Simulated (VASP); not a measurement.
# Lu (P6_3/mmc) in VASP: further runs, part 2 of 2

VASP 6.6.1. Earlier steps stand in the parts before.

### Step 6. Relaxation of cell and atoms, PBE, target pressure 51 GPa, at which the enthalpy is minimised

This run uses another cell than the first one, of 17.59 Å³/atom.

INCAR

```
SYSTEM = Lu
ALGO = Normal
EDIFF = 1E-7
EDIFFG = -0.005
ENCUT = 600
GGA = PE
IBRION = 2
ISIF = 3
ISMEAR = -1
LASPH = .True.
LCHARG = .False.
LREAL = .False.
LWAVE = .False.
NELM = 80
NSW = 60
PREC = Accurate
PSTRESS = 510.0
SIGMA = 0.08
```

KPOINTS

```
k-points
0
Gamma
  15 15 8
  0 0 0
```

POSCAR

```
Lu
1.0
    2.9271948754      0.0000000000      0.0000000000
   -1.4635974377      2.5350251239      0.0000000000
    0.0000000000      0.0000000000      4.7420556981
Lu
2
Direct
    0.3333333333      0.6666666667      0.2500000000
    0.6666666667      0.3333333333      0.7500000000
```

Potentials or basis: VASP PAW PBE potentials, release 64 (Lu).

On the command line:

```
$ cat potpaw_PBE.64/Lu/POTCAR > POTCAR
$ mpirun -np 1 vasp_std > vasp.out
```

OUTCAR:

```text
SYSTEM = Lu
   EDIFF = 1E-7
   EDIFFG = -0.005
   ENCUT = 600
   GGA = PE
   IBRION = 2
   ISIF = 3
   ISMEAR = -1
   LASPH = .True.
   LREAL = .False.
   NELM = 80
   NSW = 60
   PREC = Accurate
   PSTRESS = 510.0

 ion  position               nearest neighbor table
   1  0.333  0.667  0.250-   2 2.91   2 2.91   2 2.91   2 2.91   2 2.91   2 2.91
   2  0.667  0.333  0.750-   1 2.91   1 2.91   1 2.91   1 2.91   1 2.91   1 2.91

  LATTYP: Found a hexagonal cell.
 ALAT       =     2.9271948754
 C/A-ratio  =     1.6200000000

  Lattice vectors:

 A1 = (   2.9271948754,   0.0000000000,   0.0000000000)
 A2 = (  -1.4635974377,   2.5350251239,   0.0000000000)
 A3 = (   0.0000000000,   0.0000000000,   4.7420556981)

Analysis of symmetry for initial positions (statically):
=====================================================================
 Subroutine PRICEL returns:
 Original cell was already a primitive cell.

 Routine SETGRP: Setting up the symmetry group for a
 hexagonal supercell.

 Subroutine GETGRP returns: Found 24 space group operations
 (whereof 12 operations were pure point group operations)
 out of a pool of 24 trial point group operations.

The static configuration has the point symmetry D_3d.
 The point group associated with its full space group is D_6h.

Analysis of symmetry for dynamics (positions and initial velocities):
=====================================================================
 Subroutine PRICEL returns:
 Original cell was already a primitive cell.

 Routine SETGRP: Setting up the symmetry group for a
 hexagonal supercell.

 Subroutine GETGRP returns: Found 24 space group operations
 (whereof 12 operations were pure point group operations)
 out of a pool of 24 trial point group operations.

The dynamic configuration has the point symmetry D_3d.
 The point group associated with its full space group is D_6h.

 Subroutine INISYM returns: Found 24 space group operations
 (whereof 12 operations are pure point group operations),
 and found     1 'primitive' translations

----------------------------------------------------------------------------------------

                                     Primitive cell

  volume of cell :      35.1885

  direct lattice vectors                    reciprocal lattice vectors
     2.927194875  0.000000000  0.000000000     0.341623992  0.197236704  0.000000000
    -1.463597438  2.535025124  0.000000000     0.000000000  0.394473408  0.000000000
     0.000000000  0.000000000  4.742055698     0.000000000  0.000000000  0.210879008

  length of vectors
     2.927194875  2.927194875  4.742055698     0.394473408  0.394473408  0.210879008

  position of ions in fractional coordinates (direct lattice)
     0.333333333  0.666666667  0.250000000
     0.666666667  0.333333333  0.750000000

  ion indices of the primitive-cell ions
   primitive index   ion index
                 1           1
                 2           2

----------------------------------------------------------------------------------------

[... 26 lines left out ...]
  0.000000  0.000000  0.000000      1.000000
  0.066667  0.000000  0.000000      6.000000
  0.133333  0.000000  0.000000      6.000000
  0.200000  0.000000  0.000000      6.000000
  0.266667  0.000000  0.000000      6.000000
  0.333333  0.000000  0.000000      6.000000
[... 16 lines left out ...]
  0.333333  0.200000  0.000000     12.000000
  0.400000  0.200000  0.000000      6.000000
 [... further k-points ...]
   k-points           NKPTS =    135   k-points in BZ     NKDIM =    135   number of bands    NBANDS=     30
   number of dos      NEDOS =    301   number of ions     NIONS =      2
   total plane-waves  NPLWV =  23040
   dimension x,y,z NGX =    24 NGY =   24 NGZ =   40
   dimension x,y,z NGXF=    48 NGYF=   48 NGZF=   80
   ions per type =               2
   NGX,Y,Z   is equivalent  to a cutoff of  13.63, 13.63, 14.02 a.u.
   NGXF,Y,Z  is equivalent  to a cutoff of  27.26, 27.26, 28.05 a.u.
 SYSTEM =  Lu
   PREC   = accura    normal or accurate (medium, high low for compatibility)
   ISTART =      0    job   : 0-new  1-cont  2-samecut
   ICHARG =      2    charge: 1-file 2-atom 10-const
   ISPIN  =      1    spin polarized calculation?
   LNONCOLLINEAR =      F non collinear calculations
   LSORBIT =      F    spin-orbit coupling
   LASPH  =      T    aspherical Exc in radial PAW
   ENCUT  =  600.0 eV  44.10 Ry    6.64 a.u.   5.85  5.85  9.47*2*pi/ulx,y,z
   NELM   =     80;   NELMIN=  2; NELMDL= -5     # of ELM steps
   EDIFF  = 0.1E-06   stopping-criterion for ELM
   LREAL  =      F    real-space projection
   EDIFFG = -.5E-02   stopping-criterion for IOM
   NSW    =     60    number of steps for IOM
   IBRION =      2    ionic relax: 0-MD 1-quasi-New 2-CG
   NFREE  =      1    steps in history (QN), initial steepest desc. (CG)
   ISIF   =      3    stress and relaxation
   ISYM   =      2    0-nonsym 1-usesym 2-fastsym
   POTIM  = 0.5000    time-step for ionic-motion
   TEBEG  =    0.0;   TEEND  =   0.0 temperature during run
   PSTRESS=  510.0 pullay stress
   NELECT =      50.0000    total number of electrons
   NUPDOWN=      -1.0000    fix difference up-down
   EMIN   =  10.00;   EMAX   =-10.00  energy-range for DOS
   EFERMI =   0.00;   METHOD = LEGACY
   ISMEAR =    -1;   SIGMA  =   0.08  broadening in eV -4-tet -1-fermi 0-gaus
   EFERMI_NEDOS =   21; number of points for ismear=-14 and -15
   IALGO  =     38    algorithm
   IMIX   =      4    mixing-type and parameters
     AMIX     =   0.40;   BMIX     =  1.00
     AMIX_MAG =   1.60;   BMIX_MAG =  1.00
  volume/ion in A,a.u.               =      17.59       118.73
  Fermi-wavevector in a.u.,A,eV,Ry     =   1.840481  3.478005 46.087966  3.387370
  Thomas-Fermi vector in A             =   2.892808
   LORBIT       =      0    0 simple, 1 ext, 2 COOP (PROOUT), +10 PAW based schemes
   GGA     = PE    functional components
   LHFCALC =     F    Hartree Fock is set to
   AEXX    =    0.0000 exact exchange contribution
   IVDW    =     0    specifies the selected vdW correction
   LEPSILON=     F    determine dielectric tensor
   LRPA    =     F    only Hartree local field effects (RPA)
 conjugate gradient relaxation of ions
 non-spin polarized calculation
  energy-cutoff  :      600.00
  volume of cell :       35.19
 maximum number of plane-waves:      1194
 NGX is ok and might be reduce to    24
   NGX = 11   NGY = 11   NGZ = 19

--------------------------------------- Ionic step        1  -------------------------------------------

 number of electron      49.9999999 magnetization

 Free energy of the ion-electron system (eV)
  ---------------------------------------------------
  ext. energy  EPLUGINS =         0.00000000
  ---------------------------------------------------
  free energy    TOTEN  =        -6.38661629 eV

  energy without entropy =       -6.34537794  energy(sigma->0) =       -6.36599711

------------------------ aborting loop because EDIFF is reached ----------------------------------------

  FORCE on cell =-STRESS in cart. coord.  units (eV):
  Direction    XX          YY          ZZ          XY          YZ          ZX
  --------------------------------------------------------------------------------------
  -------------------------------------------------------------------------------------
  Total       11.6519511     11.6519511     11.7519751      0.0000000      0.0000000     -0.0000000
  in kB      530.5284532    530.5284532    535.0826766      0.0000000      0.0000000     -0.0000000
  external PRESSURE =      22.0465277 kB  Pullay stress =     510.0000000 kB
[... 139 lines left out ...]
--------------------------------------- Ionic step        5  -------------------------------------------

 number of electron      49.9999998 magnetization

 Free energy of the ion-electron system (eV)
  ---------------------------------------------------
  ext. energy  EPLUGINS =         0.00000000
  ---------------------------------------------------
  free energy    TOTEN  =        -6.51271133 eV

  energy without entropy =       -6.47100261  energy(sigma->0) =       -6.49185697

 E-fermi :   4.4481     XC(G=0): -13.3330

 val. band max:        4.4465519400   @ k =   0.3333   0.2667   0.0000
 cond. band min:       4.4499354784   @ k =   0.1333   0.1333   0.1250
 fundamental gap:      0.0033835384
 Fermi energy:         4.4481366816

 k-point     1 :       0.0000    0.0000    0.0000
  band No.  band energies     occupation
      1     -51.1860      2.00000
      2     -50.9299      2.00000
      3     -23.0881      2.00000
      4     -21.1367      2.00000
      5     -21.1367      2.00000
      6     -20.8492      2.00000
[... 781 lines left out ...]
     29       8.1860      0.00000
     30      12.4299      0.00000

 [... further k-points ...]

------------------------ aborting loop because EDIFF is reached ----------------------------------------

  FORCE on cell =-STRESS in cart. coord.  units (eV):
  Direction    XX          YY          ZZ          XY          YZ          ZX
  --------------------------------------------------------------------------------------
  -------------------------------------------------------------------------------------
  Total       11.3198402     11.3198402     11.3308510     -0.0000000      0.0000000      0.0000000
  in kB      509.7930480    509.7930480    510.2889237     -0.0000000      0.0000000      0.0000000
  external PRESSURE =      -0.0416601 kB  Pullay stress =     510.0000000 kB
[... 21 lines left out ...]
  energy  without entropy=       -6.4710026115  energy(sigma->0) =       -6.49185697

  enthalpy is  TOTEN    =         4.8117241651 eV   P V=       11.3244354985

 reached required accuracy - stopping structural energy minimisation
```

Wall time 14 min (1 thread of Oxide Virtual Turin-like, shared host); peak memory 0.25 GiB.

What came out:

```
Free energy                                                : -6.5127 eV
Relaxed volume                                             : 17.79 Å³/atom
Relaxed cell                                               : a = 2.937 Å, b = 2.937 Å, c = 4.763 Å, α = 90.00°, β = 90.00°, γ = 120.00°
Space group after relaxing (to 0.1 Å)                      : P6_3/mmc (No. 194)
Energy change on relaxing (the run minimises the enthalpy) : -63.0 meV/atom
Ionic steps                                                : 5
Pressure after relaxing                                    : 51.0 GPa
Band gap on the k mesh                                     : zero (bands 25 and 26 overlap by 3.14 eV)
```

Step by step:
| step | energy change (eV) | largest force (eV/Å) | pressure (GPa) | volume (Å³) |
| --- | --- | --- | --- | --- |
| 1 | 0.0000 | 0.0000 | 53.20 | 35.19 |
| 2 | -0.3880 | 0.0000 | 46.67 | 36.44 |
| 3 | -0.1305 | 0.0000 | 50.93 | 35.59 |
| 4 | -0.1265 | 0.0000 | 51.02 | 35.58 |
| 5 | -0.1261 | 0.0000 | 51.00 | 35.58 |

Final structure:
```
CELL_PARAMETERS angstrom
2.93680 0.00000 0.00000
-1.46840 2.54334 0.00000
0.00000 0.00000 4.76296
ATOMIC_POSITIONS crystal
Lu 0.33333 0.66667 0.25000
Lu 0.66667 0.33333 0.75000
```

Caveat: the cell is relaxed towards a set pressure, so the run minimises the enthalpy, not the energy; spin-orbit coupling is left out, which moves the levels of the heavy elements.

### Step 7. Overview

| task | cell | k mesh | cutoff (eV) | gap on the mesh (eV) | pressure (GPa) |
| --- | --- | --- | --- | --- | --- |
| single point | a = 2.929, b = 2.929, c = 4.758 Å, angles 90.0, 90.0, 120.0°, 2 atoms, atomic positions A | 15 × 15 × 8 | 520 | none | 51.8 |
| single point | a = 2.930, b = 2.930, c = 4.758 Å, angles 90.0, 90.0, 120.0°, 2 atoms, atomic positions A | 15 × 15 × 8 | 520 | none | 51.8 |
| single point | a = 2.933, b = 2.933, c = 9.455 Å, angles 90.0, 90.0, 120.0°, 4 atoms, atomic positions B | 12 × 12 × 4 | 520 | none | 51.8 |
| relaxation of cell and atoms | relaxed to 51 GPa from a = 2.927, b = 2.927, c = 4.742 Å, angles 90.0, 90.0, 120.0°, 2 atoms, atomic positions A | 15 × 15 × 8 | 600 | none | 51.0 |

Alike in all rows: level PBE; potentials or basis VASP PAW PBE potentials, release 64 (Lu); no spin polarisation; smearing fermi-dirac 0.08 eV.

Caveats: spin-orbit coupling is left out, which moves the levels of the heavy elements; the cell stands under pressure (at least some runs); the cell is relaxed towards a set pressure, so the run minimises the enthalpy, not the energy (at least some runs).

Total energies depend on the potentials used, so only differences within one code and one set of settings carry meaning.
